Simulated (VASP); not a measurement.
# Cs (I4/mmm) in VASP: a series of runs

The runs below take Cs through single point, with PBE.

Everything below comes from runs of VASP 6.6.1. Logs are shortened: lines on timing, memory, paths and dates and some standing lists are left out, and cuts for length are marked.

### Step 1. The cell of the first run

The structure is tetragonal, space group I4/mmm (No. 139). Conventional cell: a = 6.287 Å, b = 6.287 Å, c = 6.045 Å, α = 90.00°, β = 90.00°, γ = 90.00°.

### Step 2. Single point, PBE (strain +0.040 along x and y, +0.000 along z)

INCAR reads:

```
PREC = Accurate ; ENCUT = 520
EDIFF = 1E-6 ; ISMEAR = 0
SIGMA = 0.15 ; LREAL = False
LASPH = True ; NELM = 80
ALGO = Fast ; ISIF = 2
LWAVE = False ; LCHARG = False
GGA = PE ; NBANDS = 10
```

KPOINTS reads:

```
Automatic mesh
0
Gamma
  12 12 12
```

POSCAR reads:

```
Cs
1.0
   -3.1434000000      3.1434000000      3.0225000000
    3.1434000000     -3.1434000000      3.0225000000
    3.1434000000      3.1434000000     -3.0225000000
Cs
1
Direct
    0.0000000000      0.0000000000      0.0000000000
```

Potentials or basis: VASP PAW PBE potentials, release 64 (Cs_sv).

The run is started by

```bash
> cat potpaw_PBE.64/Cs_sv/POTCAR > POTCAR
> mpirun -np 1 vasp_std > vasp.out
```

OUTCAR:

```text
PREC = Accurate
   ENCUT = 520
   EDIFF = 1E-6
   ISMEAR = 0
   LREAL = False
   LASPH = True
   NELM = 80
   ISIF = 2
   GGA = PE

 ion  position               nearest neighbor table
   1  0.000  0.000  0.000-

  LATTYP: Found a body centered tetragonal cell.
 ALAT       =     6.2868000000
 C/A-ratio  =     0.9615384615

  Lattice vectors:

 A1 = (  -3.1434000000,   3.1434000000,   3.0225000000)
 A2 = (   3.1434000000,  -3.1434000000,   3.0225000000)
 A3 = (   3.1434000000,   3.1434000000,  -3.0225000000)

Analysis of symmetry for initial positions (statically):
=====================================================================
 Subroutine PRICEL returns:
 Original cell was already a primitive cell.

 Routine SETGRP: Setting up the symmetry group for a
 body centered tetragonal supercell.

 Subroutine GETGRP returns: Found 16 space group operations
 (whereof 16 operations were pure point group operations)
 out of a pool of 16 trial point group operations.

The static configuration has the point symmetry D_4h.

Analysis of symmetry for dynamics (positions and initial velocities):
=====================================================================
 Subroutine PRICEL returns:
 Original cell was already a primitive cell.

 Routine SETGRP: Setting up the symmetry group for a
 body centered tetragonal supercell.

 Subroutine GETGRP returns: Found 16 space group operations
 (whereof 16 operations were pure point group operations)
 out of a pool of 16 trial point group operations.

The dynamic configuration has the point symmetry D_4h.

 Subroutine INISYM returns: Found 16 space group operations
 (whereof 16 operations are pure point group operations),
 and found     1 'primitive' translations

----------------------------------------------------------------------------------------

                                     Primitive cell

  volume of cell :     119.4608

  direct lattice vectors                    reciprocal lattice vectors
    -3.143400000  3.143400000  3.022500000     0.000000000  0.159063434  0.165425972
     3.143400000 -3.143400000  3.022500000     0.159063434  0.000000000  0.165425972
     3.143400000  3.143400000 -3.022500000     0.159063434  0.159063434  0.000000000

  length of vectors
     5.375633299  5.375633299  5.375633299     0.229492763  0.229492763  0.224949666

  position of ions in fractional coordinates (direct lattice)
     0.000000000  0.000000000  0.000000000
[... 81 lines left out ...]
   NFREE  =      0    steps in history (QN), initial steepest desc. (CG)
   ISIF   =      2    stress and relaxation
   ISYM   =      2    0-nonsym 1-usesym 2-fastsym
   POTIM  = 0.5000    time-step for ionic-motion
   TEBEG  =    0.0;   TEEND  =   0.0 temperature during run
   PSTRESS=    0.0 pullay stress
   NELECT =       9.0000    total number of electrons
   NUPDOWN=      -1.0000    fix difference up-down
   EMIN   =  10.00;   EMAX   =-10.00  energy-range for DOS
   EFERMI =   0.00;   METHOD = LEGACY
   ISMEAR =     0;   SIGMA  =   0.15  broadening in eV -4-tet -1-fermi 0-gaus
   EFERMI_NEDOS =   21; number of points for ismear=-14 and -15
   IALGO  =     68    algorithm
   IMIX   =      4    mixing-type and parameters
     AMIX     =   0.40;   BMIX     =  1.00
     AMIX_MAG =   1.60;   BMIX_MAG =  1.00
  volume/ion in A,a.u.               =     119.46       806.16
  Fermi-wavevector in a.u.,A,eV,Ry     =   0.691428  1.306610  6.504579  0.478073
  Thomas-Fermi vector in A             =   1.773076
   LORBIT       =      0    0 simple, 1 ext, 2 COOP (PROOUT), +10 PAW based schemes
   GGA     = PE    functional components
   LHFCALC =     F    Hartree Fock is set to
   AEXX    =    0.0000 exact exchange contribution
   IVDW    =     0    specifies the selected vdW correction
   LEPSILON=     F    determine dielectric tensor
   LRPA    =     F    only Hartree local field effects (RPA)
 non-spin polarized calculation
 RMM-DIIS sequential band-by-band and
 Gauss-broadening in eV      SIGMA  =   0.15
  energy-cutoff  :      520.00
  volume of cell :      119.46
 maximum number of plane-waves:      3242
   NGX = 19   NGY = 19   NGZ = 19

 number of electron       9.0000001 magnetization

 Free energy of the ion-electron system (eV)
  ---------------------------------------------------
  ext. energy  EPLUGINS =         0.00000000
  ---------------------------------------------------
  free energy    TOTEN  =        -0.85680409 eV

  energy without entropy =       -0.84095801  energy(sigma->0) =       -0.84888105

 E-fermi :   0.3597     XC(G=0):  -5.3124

 val. band max:        0.3502091082   @ k =  -0.2500  -0.3333   0.2500
 cond. band min:       0.3599342178   @ k =   0.5000   0.3333  -0.0000
 fundamental gap:      0.0097251096
 Fermi energy:         0.3597198199

 k-point     1 :       0.0000    0.0000    0.0000
  band No.  band energies     occupation
      1     -23.5187      2.00000
      2     -10.2673      2.00000
      3     -10.2673      2.00000
      4     -10.2668      2.00000
      5      -1.2788      2.00000
      6       2.7272      0.00000
      7       2.8877      0.00000
      8       2.8877      0.00000
      9       3.5454      0.00000
     10       3.7727      0.00000
[... 287 lines left out ...]
 k-point    24 :      -0.4167    0.1667    0.0000
  band No.  band energies     occupation
      1     -23.5140      2.00000
      2     -10.3580      2.00000
      3     -10.3033      2.00000
      4     -10.2758      2.00000
      5      -0.0544      1.99991
      6       1.6885      0.00000
      7       1.9894      0.00000
      8       3.4571      0.00000
      9       3.8190      0.00000
     10       4.1066      0.00000

 [... further k-points ...]

------------------------ aborting loop because EDIFF is reached ----------------------------------------

  FORCE on cell =-STRESS in cart. coord.  units (eV):
  Direction    XX          YY          ZZ          XY          YZ          ZX
  --------------------------------------------------------------------------------------
  -------------------------------------------------------------------------------------
  Total       -0.0417522     -0.0417522     -0.0329877      0.0000000      0.0000000     -0.0000000
  in kB       -0.5599699     -0.5599699     -0.4424224      0.0000000      0.0000000     -0.0000000
  external PRESSURE =      -0.5207874 kB  Pullay stress =       0.0000000 kB

 VOLUME and BASIS-vectors are now :
 -----------------------------------------------------------------------------
  energy-cutoff  :      520.00
  volume of cell :      119.46
      direct lattice vectors                 reciprocal lattice vectors
    -3.143400000  3.143400000  3.022500000     0.000000000  0.159063434  0.165425972
     3.143400000 -3.143400000  3.022500000     0.159063434  0.000000000  0.165425972
     3.143400000  3.143400000 -3.022500000     0.159063434  0.159063434  0.000000000

 POSITION                                       TOTAL-FORCE (eV/Angst)
 -----------------------------------------------------------------------------------
      0.00000      0.00000      0.00000        -0.000000     -0.000000     -0.000000
 -----------------------------------------------------------------------------------
    total drift:                               -0.000000      0.000000     -0.000000

  FREE ENERGIE OF THE ION-ELECTRON SYSTEM (eV)
  ---------------------------------------------------
  free  energy   TOTEN  =        -0.8568040949 eV

  energy  without entropy=       -0.8409580108  energy(sigma->0) =       -0.84888105
```

OSZICAR:

```text
N       E                     dE             d eps       ncg     rms          rms(c)
DAV:   1     0.529815015007E+02    0.52982E+02   -0.28501E+03  3260   0.620E+02
DAV:   2     0.460550727828E+01   -0.48376E+02   -0.47109E+02  4232   0.107E+02
DAV:   3    -0.774554669749E+00   -0.53801E+01   -0.53733E+01  3740   0.415E+01
DAV:   4    -0.854573476188E+00   -0.80019E-01   -0.80004E-01  4200   0.604E+00
DAV:   5    -0.854953048540E+00   -0.37957E-03   -0.37956E-03  4486   0.382E-01    0.129E-01
RMM:   6    -0.855626202930E+00   -0.67315E-03   -0.10001E-03  3447   0.162E-01    0.905E-02
RMM:   7    -0.856746619142E+00   -0.11204E-02   -0.39897E-03  3517   0.315E-01    0.353E-02
RMM:   8    -0.856800203447E+00   -0.53584E-04   -0.21134E-04  4267   0.914E-02    0.483E-03
RMM:   9    -0.856803637845E+00   -0.34344E-05   -0.40209E-05  4617   0.323E-02    0.199E-03
RMM:  10    -0.856804094947E+00   -0.45710E-06   -0.79524E-06  4661   0.136E-02
   1 F= -.85680409E+00 E0= -.84888105E+00  d E =-.158461E-01
```

Wall time 63 s (1 thread of AMD EPYC 9R45 (Zen 5), shared host); peak memory 0.32 GiB.

Results:

```yaml
Free_energy: -0.8568 eV
Pressure: -0.1 GPa
```

Caveat: the cell differs from its parent crystal (strain +0.040 along x and y, +0.000 along z); spin-orbit coupling is left out, which moves the levels of the heavy elements.

### Step 3. Single point, PBE (strain +0.080 along x and y, -0.040 along z)

INCAR reads:

```
  PREC = Accurate
  ENCUT = 520
  EDIFF = 1E-6
  ISMEAR = 0
  SIGMA = 0.15
  LREAL = False
  LASPH = True
  NELM = 100
  ALGO = Fast
  ISIF = 2
  LWAVE = False
  LCHARG = True
  GGA = PE
  LELF = True
  LVHAR = True
  NBANDS = 10
```

KPOINTS reads:

```
regular mesh
0
Gamma
  12 12 12
```

POSCAR reads:

```
Cs
1.0
   -3.2643000000      3.2643000000      2.9016000000
    3.2643000000     -3.2643000000      2.9016000000
    3.2643000000      3.2643000000     -2.9016000000
Cs
1
Direct
    0.0000000000      0.0000000000      0.0000000000
```

Potentials or basis: VASP PAW PBE potentials, release 64 (Cs_sv).

The run is started by

```bash
> cat potpaw_PBE.64/Cs_sv/POTCAR > POTCAR
> mpirun -np 1 vasp_std > vasp.out
```

OUTCAR:

```text
PREC = Accurate
   ENCUT = 520
   EDIFF = 1E-6
   ISMEAR = 0
   LREAL = False
   LASPH = True
   NELM = 100
   ISIF = 2
   GGA = PE

 ion  position               nearest neighbor table
   1  0.000  0.000  0.000-

  LATTYP: Found a body centered tetragonal cell.
 ALAT       =     6.5286000000
 C/A-ratio  =     0.8888888889

  Lattice vectors:

 A1 = (  -3.2643000000,   3.2643000000,   2.9016000000)
 A2 = (   3.2643000000,  -3.2643000000,   2.9016000000)
 A3 = (   3.2643000000,   3.2643000000,  -2.9016000000)
[... 492 lines left out ...]
     10       3.9903      0.00000

 [... further k-points ...]

------------------------ aborting loop because EDIFF is reached ----------------------------------------

  FORCE on cell =-STRESS in cart. coord.  units (eV):
  Direction    XX          YY          ZZ          XY          YZ          ZX
  --------------------------------------------------------------------------------------
  -------------------------------------------------------------------------------------
  Total       -0.0988454     -0.0988454     -0.0474581      0.0000000      0.0000000      0.0000000
  in kB       -1.2805294     -1.2805294     -0.6148136      0.0000000      0.0000000      0.0000000
  external PRESSURE =      -1.0586241 kB  Pullay stress =       0.0000000 kB

 VOLUME and BASIS-vectors are now :
 -----------------------------------------------------------------------------
  energy-cutoff  :      520.00
  volume of cell :      123.67
      direct lattice vectors                 reciprocal lattice vectors
    -3.264300000  3.264300000  2.901600000     0.000000000  0.153172196  0.172318721
     3.264300000 -3.264300000  2.901600000     0.153172196  0.000000000  0.172318721
     3.264300000  3.264300000 -2.901600000     0.153172196  0.153172196  0.000000000

 POSITION                                       TOTAL-FORCE (eV/Angst)
 -----------------------------------------------------------------------------------
      0.00000      0.00000      0.00000         0.000000     -0.000000      0.000000
 -----------------------------------------------------------------------------------
    total drift:                                0.000000      0.000000      0.000000

  FREE ENERGIE OF THE ION-ELECTRON SYSTEM (eV)
  ---------------------------------------------------
  free  energy   TOTEN  =        -0.8536422875 eV

  energy  without entropy=       -0.8387001792  energy(sigma->0) =       -0.84617123
```

It took 75 s on 1 thread of AMD EPYC 9R45 (Zen 5), shared host; peak memory 0.34 GiB.

What came out:

| Item | Value |
| --- | --- |
| Free energy | -0.8536 eV |
| Pressure | -0.1 GPa |

Caveat: the cell differs from its parent crystal (strain +0.080 along x and y, -0.040 along z); spin-orbit coupling is left out, which moves the levels of the heavy elements.

### Step 4. Single point, PBE (strain -0.080 along x and y, -0.040 along z)

INCAR reads:

```
PREC = Accurate
ENCUT = 520
EDIFF = 1E-7
ISMEAR = 0
SIGMA = 0.15
LREAL = False
LASPH = True
NELM = 100
ALGO = Fast
ISIF = 2
LWAVE = False
LCHARG = False
GGA = PE
NBANDS = 10
```

KPOINTS is that of step 3.

POSCAR reads:

```
Cs
1.0
   -2.7807000000      2.7807000000      2.9016000000
    2.7807000000     -2.7807000000      2.9016000000
    2.7807000000      2.7807000000     -2.9016000000
Cs
1
Direct
    0.0000000000      0.0000000000      0.0000000000
```

The run is started by

```bash
> cat potpaw_PBE.64/Cs_sv/POTCAR > POTCAR
> mpirun -np 1 vasp_std > vasp.out
```

Run time: 3.5 min. Hardware: 1 thread of AMD EPYC 7R43 (Zen 3), shared host; peak memory 0.25 GiB.

Results (log left out):

* Free energy: -0.8008 eV
* Pressure: 0.8 GPa

Levels at points of the mesh, in eV from the Fermi level:
```tsv
k point	band 1	band 2	band 3	band 4	band 5	band 6	band 7	band 8	band 9	band 10
(0.00, 0.00, 0.00)	-23.76	-10.44	-10.44	-10.44	-1.93	2.56	2.56	2.77	3.53	3.84
(0.50, 0.00, 0.00)	-23.74	-10.75	-10.53	-10.44	-0.11	1.18	1.66	3.49	4.26	4.90
(0.50, 0.50, 0.00)	-23.73	-10.74	-10.54	-10.45	-0.08	1.30	1.44	3.80	4.39	4.82
(0.50, 0.50, 0.50)	-23.72	-10.67	-10.64	-10.64	0.34	0.43	3.49	3.87	3.87	5.08
```

Caveat: the cell differs from its parent crystal (strain -0.080 along x and y, -0.040 along z); spin-orbit coupling is left out, which moves the levels of the heavy elements.

### Step 5. Single point, PBE (strain -0.080 along x and y, +0.000 along z)

INCAR reads:

```
SYSTEM = Cs
PREC = Accurate ; ENCUT = 520
EDIFF = 1E-7 ; ISMEAR = 0
SIGMA = 0.15 ; LREAL = .False.
LASPH = .True. ; NELM = 100
ALGO = Fast ; ISIF = 2
LWAVE = .False. ; LCHARG = .False.
GGA = PE ; NBANDS = 10
```

KPOINTS reads:

```
regular mesh
0
Gamma
  12 12 12
  0 0 0
```

POSCAR reads:

```
Cs
1.0
   -2.7807000000      2.7807000000      3.0225000000
    2.7807000000     -2.7807000000      3.0225000000
    2.7807000000      2.7807000000     -3.0225000000
Cs
1
Direct
    0.0000000000      0.0000000000      0.0000000000
```

The run is started by

```bash
> cat potpaw_PBE.64/Cs_sv/POTCAR > POTCAR
> mpirun -np 1 vasp_std > vasp.out
```

Run time: 4.5 min. Hardware: 1 thread of AMD EPYC 7R43 (Zen 3), shared host; peak memory 0.29 GiB.

The run converged. Its results:

```
Free energy : -0.8172 eV
Pressure    : 0.6 GPa
```

Levels at points of the mesh, in eV from the Fermi level:
```tsv
k point	band 2	band 3	band 4	band 5	band 6	band 7	band 8	band 9
(0.00, 0.00, 0.00)	-10.46	-10.46	-10.46	-1.89	2.50	2.50	2.89	3.34
(0.50, 0.00, 0.00)	-10.74	-10.54	-10.46	-0.09	1.08	1.75	3.28	4.22
(0.50, 0.50, 0.00)	-10.73	-10.56	-10.48	-0.03	1.30	1.34	3.88	4.41
(0.50, 0.50, 0.50)	-10.68	-10.63	-10.63	0.35	0.53	3.13	3.85	3.85
```

Caveat: the cell differs from its parent crystal (strain -0.080 along x and y, +0.000 along z); spin-orbit coupling is left out, which moves the levels of the heavy elements.

### Step 6. The runs side by side

| cell | further INCAR settings | gap on the mesh (eV) | pressure (GPa) |
| --- | --- | --- | --- |
| a = 5.376 Å, angles 108.4, 108.4, 111.6°, 1 atom | ALGO = Fast; EDIFF = 1e-06; NBANDS = 10 | none | -0.1 |
| a = 5.453 Å, angles 106.5, 106.5, 115.7°, 1 atom | ALGO = Fast; EDIFF = 1e-06; NBANDS = 10 | none | -0.1 |
| a = 4.887 Å, angles 110.6, 110.6, 107.2°, 1 atom | ALGO = Fast; EDIFF = 1e-07; NBANDS = 10 | none | 0.8 |
| a = 4.960 Å, angles 111.8, 111.8, 104.9°, 1 atom | ALGO = Fast; EDIFF = 1e-07; NBANDS = 10 | none | 0.6 |

Alike in all rows: task single point; level PBE; potentials or basis VASP PAW PBE potentials, release 64 (Cs_sv); no spin polarisation; k mesh 12 × 12 × 12; cutoff (eV) 520; smearing gaussian 0.15 eV.

Caveats: spin-orbit coupling is left out, which moves the levels of the heavy elements.

Absolute energies hang on the potentials; compare differences alone.
